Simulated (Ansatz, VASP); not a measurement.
# ScAl3N4: VASP beside Ansatz

```
Al Sc N
1.0
     6.45319   -0.00876   -0.00456
    -3.23418    5.58425    0.00456
    -0.00703    0.00406   10.15833
Al Sc N
12 4 16
Direct
  0.33718 0.16282 0.75071
  0.16694 0.83088 0.99688
  0.32850 0.66701 0.24568
  0.16427 0.83115 0.50245
  0.33729 0.67426 0.75510
  0.66912 0.33306 0.99688
  0.83299 0.17150 0.24568
  0.66885 0.33573 0.50245
  0.82574 0.16271 0.75510
  0.66624 0.83376 0.00061
  0.83801 0.66199 0.24587
  0.83336 0.66664 0.75245
  0.16636 0.33364 0.98950
  0.33747 0.16253 0.24816
  0.16209 0.33791 0.50242
  0.66582 0.83418 0.49285
  0.16039 0.33961 0.19757
  0.34036 0.15964 0.45399
  0.16602 0.33398 0.71372
  0.34512 0.15488 0.93977
  0.15697 0.81422 0.18301
  0.32127 0.67879 0.43253
  0.16446 0.82987 0.69286
  0.34570 0.68937 0.94047
  0.68578 0.34303 0.18301
  0.82121 0.17873 0.43253
  0.67013 0.33554 0.69286
  0.81063 0.15430 0.94047
  0.66814 0.83186 0.19368
  0.84351 0.65649 0.43603
  0.66726 0.83274 0.69960
  0.83283 0.66717 0.94113
```

Alike in both runs: functional PBE; k mesh 4 × 4 × 3; no spin polarisation.

Ansatz relaxed the structure, and its values are those at the end. VASP's run is a single point on that final structure, the one shown.

|  | VASP | Ansatz |
| --- | --- | --- |
| version | VASP 6.6.1 | Ansatz 0.2.0 |
| potentials or method | VASP PAW PBE potentials, release 64 (Al, Sc_sv, N) | scalar-relativistic, plane waves, PAW |
| plane-wave cutoff (eV) | 520 | 420 |
| occupations | gaussian, width 0.01 eV | fixed |
| valence electrons in the cell | 160 | 160 |

```tsv
	VASP	Ansatz	Ansatz less VASP
gap on the k mesh at the Fermi level (eV)	3.67	3.66	-0.008
least direct gap on the mesh (eV)	3.68	3.67	-0.009
pressure (GPa)	1.9	1.9	-0.09
rms of the force components (eV/Å)	0.025	0.001	-0.0236
```

Ansatz's warnings: stress scf threshold loose.
